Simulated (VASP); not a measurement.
# TiRh (P4/mmm) in VASP: a series of runs, part 2 of 2

VASP 6.6.1.

### Step 3. Electric field gradients, LDA (volume scaled by 0.9)

The input, INCAR:

```
SYSTEM = TiRh
PREC     = Accurate       ! precision mode
ENCUT    = 520            ! plane-wave cutoff, eV
EDIFF    = 1E-8           ! SCF threshold, eV
ISMEAR   = -1             ! smearing method
SIGMA    = 0.05           ! smearing width, eV
LREAL    = .FALSE.        ! projectors in reciprocal space
LASPH    = .TRUE.         ! aspherical terms in the spheres
NELM     = 100            ! most SCF steps
ALGO     = Normal         ! electronic algorithm
ISIF     = 2              ! what is computed and relaxed
LWAVE    = .FALSE.        ! write WAVECAR
LCHARG   = .FALSE.        ! write CHGCAR
LEFG     = .TRUE.       
NBANDS   = 20             ! bands
```

The input, KPOINTS:

```
Automatic mesh
0
G
  12 12 11
  0 0 0
```

The input, POSCAR:

```
TiRh
1.0
    2.8410417492      0.0000000000      0.0000000000
    0.0000000000      2.8410417492      0.0000000000
    0.0000000000      0.0000000000      3.3349802880
Ti Rh
1 1
Direct
    0.5000000000      0.5000000000      0.5000000000
    0.0000000000      0.0000000000      0.0000000000
```

Potentials or basis: VASP PAW LDA potentials, release 64 (Ti_sv, Rh_pv).

Command:

```console
> cat potpaw_LDA.64/Ti_sv/POTCAR potpaw_LDA.64/Rh_pv/POTCAR > POTCAR
> mpirun -np 1 vasp_std > vasp.out
```

OUTCAR:

```text
SYSTEM = TiRh
   PREC = Accurate
   ENCUT = 520
   EDIFF = 1E-8
   ISMEAR = -1
   LREAL = .FALSE.
   LASPH = .TRUE.
   NELM = 100
   ISIF = 2

 ion  position               nearest neighbor table
   1  0.500  0.500  0.500-   2 2.61   2 2.61   2 2.61   2 2.61   2 2.61   2 2.61   2 2.61   2 2.61

   2  0.000  0.000  0.000-   1 2.61   1 2.61   1 2.61   1 2.61   1 2.61   1 2.61   1 2.61   1 2.61

  LATTYP: Found a simple tetragonal cell.
 ALAT       =     2.8410417492
 C/A-ratio  =     1.1738582472

  Lattice vectors:

 A1 = (   2.8410417492,   0.0000000000,   0.0000000000)
 A2 = (   0.0000000000,   2.8410417492,   0.0000000000)
 A3 = (   0.0000000000,   0.0000000000,   3.3349802880)

Analysis of symmetry for initial positions (statically):
=====================================================================
 Subroutine PRICEL returns:
 Original cell was already a primitive cell.

 Routine SETGRP: Setting up the symmetry group for a
 simple tetragonal supercell.

 Subroutine GETGRP returns: Found 16 space group operations
 (whereof 16 operations were pure point group operations)
 out of a pool of 16 trial point group operations.

The static configuration has the point symmetry D_4h.

Analysis of symmetry for dynamics (positions and initial velocities):
=====================================================================
 Subroutine PRICEL returns:
 Original cell was already a primitive cell.

 Routine SETGRP: Setting up the symmetry group for a
 simple tetragonal supercell.

 Subroutine GETGRP returns: Found 16 space group operations
 (whereof 16 operations were pure point group operations)
 out of a pool of 16 trial point group operations.
[... 157 lines left out ...]
  band No.  band energies     occupation
      1     -44.5172      2.00000
      2     -34.7343      2.00000
      3     -34.6280      2.00000
      4     -34.6280      2.00000
      5     -21.1025      2.00000
      6     -20.9137      2.00000
[... 541 lines left out ...]
     19      17.0587      0.00000
     20      23.4468      0.00000

 [... further k-points ...]

------------------------ aborting loop because EDIFF is reached ----------------------------------------

  FORCE on cell =-STRESS in cart. coord.  units (eV):
  Direction    XX          YY          ZZ          XY          YZ          ZX
  --------------------------------------------------------------------------------------
  -------------------------------------------------------------------------------------
  Total        1.8959082      1.8959082      1.8904533      0.0000000      0.0000000      0.0000000
  in kB      112.8442348    112.8442348    112.5195630      0.0000000      0.0000000      0.0000000
  external PRESSURE =     112.7360108 kB  Pullay stress =       0.0000000 kB

 VOLUME and BASIS-vectors are now :
 -----------------------------------------------------------------------------
  energy-cutoff  :      520.00
  volume of cell :       26.92
      direct lattice vectors                 reciprocal lattice vectors
     2.841041749  0.000000000  0.000000000     0.351983564  0.000000000  0.000000000
     0.000000000  2.841041749  0.000000000     0.000000000  0.351983564  0.000000000
     0.000000000  0.000000000  3.334980288     0.000000000  0.000000000  0.299851847

 POSITION                                       TOTAL-FORCE (eV/Angst)
 -----------------------------------------------------------------------------------
      1.42052      1.42052      1.66749         0.000000      0.000000      0.000000
      0.00000      0.00000      0.00000         0.000000      0.000000      0.000000
 -----------------------------------------------------------------------------------
    total drift:                                0.000000      0.000000     -0.000000

  FREE ENERGIE OF THE ION-ELECTRON SYSTEM (eV)
  ---------------------------------------------------
  free  energy   TOTEN  =       -18.7113240620 eV

  energy  without entropy=      -18.6934469871  energy(sigma->0) =      -18.70238552

 Electric field gradients (V/A^2)
---------------------------------------------------------------------
 ion       V_xx      V_yy      V_zz      V_xy      V_xz      V_yz
---------------------------------------------------------------------
   1       4.698     4.698    -9.396    -0.000    -0.000    -0.000
   2     -27.138   -27.138    54.276    -0.000    -0.000    -0.000
---------------------------------------------------------------------

 Electric field gradients after diagonalization (V/A^2)
 (convention: |V_zz| > |V_xx| > |V_yy|)
----------------------------------------------------------------------
 ion       V_xx      V_yy      V_zz     asymmetry (V_yy - V_xx)/ V_zz
----------------------------------------------------------------------
   1       4.698     4.698    -9.396       0.000
   2     -27.138   -27.138    54.276       0.000
----------------------------------------------------------------------

           NMR quadrupolar parameters

 Cq : quadrupolar parameter    Cq=e*Q*V_zz/h
 eta: asymmetry parameters     (V_yy - V_xx)/ V_zz
 Q  : nuclear electric quadrupole moment in mb (millibarn)
----------------------------------------------------------------------
 ion       Cq(MHz)       eta       Q (mb)
----------------------------------------------------------------------
   1      -0.023       0.000       1.000
   2       0.131       0.000       1.000
----------------------------------------------------------------------
```

stdout:

```text
POSCAR found type information on POSCAR TiRh
 POSCAR found :  2 types and       2 ions
 scaLAPACK will be used
 LDA part: xc-table for (Slater(with rela. corr.)+CA(PZ))
 , standard interpolation
 POSCAR, INCAR and KPOINTS ok, starting setup
 FFT: planning ... GRIDC
 FFT: planning ... GRID_SOFT
 FFT: planning ... GRID
 WAVECAR not read
 entering main loop
ion   1

ion   2
```

It took 88 s on 1 thread of Intel Xeon Platinum 8259CL at 2.50GHz (Skylake/Cascade Lake), shared host; peak memory 0.21 GiB.

What came out:

```
Free energy : -18.7113 eV
Pressure    : 11.3 GPa
```

Electric field gradients, principal values (V/Å²):
| atom | least | middle | greatest (by size) |
| --- | --- | --- | --- |
| 1 Ti | 4.698 | 4.698 | -9.396 |
| 2 Rh | -27.138 | -27.138 | 54.276 |

Caveat: the cell differs from its parent crystal (volume scaled by 0.9); without QUAD_EFG the Cq values of the log hold for a quadrupole moment of 1 mb, not for the nuclei.

### Step 4. Electric field gradients, LDA

This run uses another cell than the first one, of 14.95 Å³/atom, 2.000 times its volume.

The input, INCAR:

```
SYSTEM = TiRh
PREC = Accurate
ENCUT = 520
EDIFF = 1E-8
ISMEAR = -1
SIGMA = 0.05
LREAL = .False.
LASPH = .True.
NELM = 60
ALGO = Normal
ISIF = 2
LWAVE = .False.
LCHARG = .False.
LEFG = .True.
NBANDS = 20
```

The input, KPOINTS:

```
Automatic mesh
0
Gamma
  12 12 11
  0 0 0
```

The input, POSCAR:

```
TiRh
1.0
    2.9467532106      0.0000000000      0.0000000000
    0.0000000000      2.9467532106      0.0000000000
    0.0000000000      0.0000000000      3.4444387195
Ti Rh
1 1
Direct
    0.5000000000      0.5000000000      0.5000000000
    0.0000000000      0.0000000000      0.0000000000
```

Potentials or basis: VASP PAW LDA potentials, release 64 (Ti_sv, Rh_pv).

Command:

```console
> cat potpaw_LDA.64/Ti_sv/POTCAR potpaw_LDA.64/Rh_pv/POTCAR > POTCAR
> mpirun -np 1 vasp_std > vasp.out
```

OUTCAR:

```text
SYSTEM = TiRh
   PREC = Accurate
   ENCUT = 520
   EDIFF = 1E-8
   ISMEAR = -1
   LREAL = .False.
   LASPH = .True.
   NELM = 60
   ISIF = 2

 ion  position               nearest neighbor table
   1  0.500  0.500  0.500-   2 2.70   2 2.70   2 2.70   2 2.70   2 2.70   2 2.70   2 2.70   2 2.70

   2  0.000  0.000  0.000-   1 2.70   1 2.70   1 2.70   1 2.70   1 2.70   1 2.70   1 2.70   1 2.70

  LATTYP: Found a simple tetragonal cell.
 ALAT       =     2.9467532106
 C/A-ratio  =     1.1688928367

  Lattice vectors:

 A1 = (   2.9467532106,   0.0000000000,   0.0000000000)
 A2 = (   0.0000000000,   2.9467532106,   0.0000000000)
 A3 = (   0.0000000000,   0.0000000000,   3.4444387195)

Analysis of symmetry for initial positions (statically):
=====================================================================
 Subroutine PRICEL returns:
 Original cell was already a primitive cell.

 Routine SETGRP: Setting up the symmetry group for a
 simple tetragonal supercell.

 Subroutine GETGRP returns: Found 16 space group operations
 (whereof 16 operations were pure point group operations)
 out of a pool of 16 trial point group operations.

The static configuration has the point symmetry D_4h.

Analysis of symmetry for dynamics (positions and initial velocities):
=====================================================================
 Subroutine PRICEL returns:
 Original cell was already a primitive cell.

 Routine SETGRP: Setting up the symmetry group for a
 simple tetragonal supercell.

 Subroutine GETGRP returns: Found 16 space group operations
 (whereof 16 operations were pure point group operations)
 out of a pool of 16 trial point group operations.
[... 157 lines left out ...]
  band No.  band energies     occupation
      1     -46.3013      2.00000
      2     -36.0595      2.00000
      3     -36.0036      2.00000
      4     -36.0036      2.00000
      5     -22.8800      2.00000
      6     -22.7459      2.00000
[... 541 lines left out ...]
     19      14.7972      0.00000
     20      20.5451      0.00000

 [... further k-points ...]

------------------------ aborting loop because EDIFF is reached ----------------------------------------

  FORCE on cell =-STRESS in cart. coord.  units (eV):
  Direction    XX          YY          ZZ          XY          YZ          ZX
  --------------------------------------------------------------------------------------
  -------------------------------------------------------------------------------------
  Total       -2.1895868     -2.1895868     -2.1898342      0.0000000      0.0000000      0.0000000
  in kB     -117.2915558   -117.2915558   -117.3048132      0.0000000      0.0000000      0.0000000
  external PRESSURE =    -117.2959750 kB  Pullay stress =       0.0000000 kB

 VOLUME and BASIS-vectors are now :
 -----------------------------------------------------------------------------
  energy-cutoff  :      520.00
  volume of cell :       29.91
      direct lattice vectors                 reciprocal lattice vectors
     2.946753211  0.000000000  0.000000000     0.339356549  0.000000000  0.000000000
     0.000000000  2.946753211  0.000000000     0.000000000  0.339356549  0.000000000
     0.000000000  0.000000000  3.444438719     0.000000000  0.000000000  0.290323063

 POSITION                                       TOTAL-FORCE (eV/Angst)
 -----------------------------------------------------------------------------------
      1.47338      1.47338      1.72222         0.000000      0.000000      0.000000
      0.00000      0.00000      0.00000         0.000000      0.000000      0.000000
 -----------------------------------------------------------------------------------
    total drift:                                0.000000      0.000000     -0.000000

  FREE ENERGIE OF THE ION-ELECTRON SYSTEM (eV)
  ---------------------------------------------------
  free  energy   TOTEN  =       -18.6882664795 eV

  energy  without entropy=      -18.6686578307  energy(sigma->0) =      -18.67846216

 Electric field gradients (V/A^2)
---------------------------------------------------------------------
 ion       V_xx      V_yy      V_zz      V_xy      V_xz      V_yz
---------------------------------------------------------------------
   1       3.074     3.074    -6.147     0.000     0.000     0.000
   2     -15.877   -15.877    31.753    -0.000     0.000     0.000
---------------------------------------------------------------------

 Electric field gradients after diagonalization (V/A^2)
 (convention: |V_zz| > |V_xx| > |V_yy|)
----------------------------------------------------------------------
 ion       V_xx      V_yy      V_zz     asymmetry (V_yy - V_xx)/ V_zz
----------------------------------------------------------------------
   1       3.074     3.074    -6.147       0.000
   2     -15.877   -15.877    31.753       0.000
----------------------------------------------------------------------

           NMR quadrupolar parameters

 Cq : quadrupolar parameter    Cq=e*Q*V_zz/h
 eta: asymmetry parameters     (V_yy - V_xx)/ V_zz
 Q  : nuclear electric quadrupole moment in mb (millibarn)
----------------------------------------------------------------------
 ion       Cq(MHz)       eta       Q (mb)
----------------------------------------------------------------------
   1      -0.015       0.000       1.000
   2       0.077       0.000       1.000
----------------------------------------------------------------------
```

Wall time 59 s (1 thread of Intel Xeon 6975P-C, shared host); peak memory 0.22 GiB.

Results:

```
Free energy : -18.6883 eV
Pressure    : -11.7 GPa
```

Levels at points of the mesh, in eV from the Fermi level:
```tsv
k point	band 9	band 10	band 11	band 12	band 13	band 14	band 15	band 16	band 17	band 18
(0.00, 0.00, 0.00)	-5.11	-4.94	-2.34	-2.34	-1.45	0.18	1.32	2.60	2.74	2.74
(0.50, 0.00, 0.00)	-3.61	-3.07	-3.03	-2.24	-1.54	-0.83	-0.32	0.74	1.49	1.66
(0.50, 0.50, 0.00)	-4.81	-4.18	-4.18	-0.19	0.92	1.78	1.78	2.24	2.92	2.92
```

Electric field gradients, principal values (V/Å²):
| atom | least | middle | greatest (by size) |
| --- | --- | --- | --- |
| 1 Ti | 3.074 | 3.074 | -6.147 |
| 2 Rh | -15.877 | -15.877 | 31.753 |

Caveat: without QUAD_EFG the Cq values of the log hold for a quadrupole moment of 1 mb, not for the nuclei.

### Step 5. Overview

```tsv
cell	gap on the mesh (eV)	pressure (GPa)
a = 2.239, b = 2.239, c = 2.984 Å, 2 atoms	none	511.1
a = 2.841, b = 2.841, c = 3.335 Å, 2 atoms	none	11.3
a = 2.947, b = 2.947, c = 3.444 Å, 2 atoms	none	-11.7
```

Alike in all rows: task electric field gradients; level LDA; potentials or basis VASP PAW LDA potentials, release 64 (Ti_sv, Rh_pv); no spin polarisation; k mesh 12 × 12 × 11; cutoff (eV) 520; smearing fermi-dirac 0.05 eV.

Absolute energies hang on the potentials; compare differences alone.
